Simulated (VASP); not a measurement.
The system is K3OF.

```
CELL_PARAMETERS angstrom
5.05670 0.00000 0.00000
0.00000 5.05670 0.00000
0.00000 0.00000 5.05670
ATOMIC_POSITIONS crystal
F 0.00000 0.00000 0.00000
O 0.50000 0.50000 0.50000
K 0.50000 0.50000 0.00000
K 0.50000 0.00000 0.50000
K 0.00000 0.50000 0.50000
```

Base run:

```yaml
Program: VASP 6.6.1
Functional: r2SCAN
Potentials_or_basis: VASP PAW PBE potentials, release 64 (F, O, K_sv)
Cutoff: 520 eV
k_mesh: 6 × 6 × 6
Occupations: gaussian, width 0.01 eV
Spin: no spin polarisation
```

Its results: band gap on the k mesh 1.24 eV, direct; pressure 0.1 GPa.

Task: The run is repeated on the same cell with these changes: functional from r2SCAN to PBE. What comes out?

Result: Band gap on the k mesh 0.88 eV, direct; pressure 1.0 GPa.

r2SCAN gives the wider gap, since meta-GGAs in the generalised Kohn-Sham scheme recover part of the derivative discontinuity.

Caveats: the PAW data sets were made with another functional, which shifts forces and pressure a little (some runs).

A k mesh can miss the band edges.
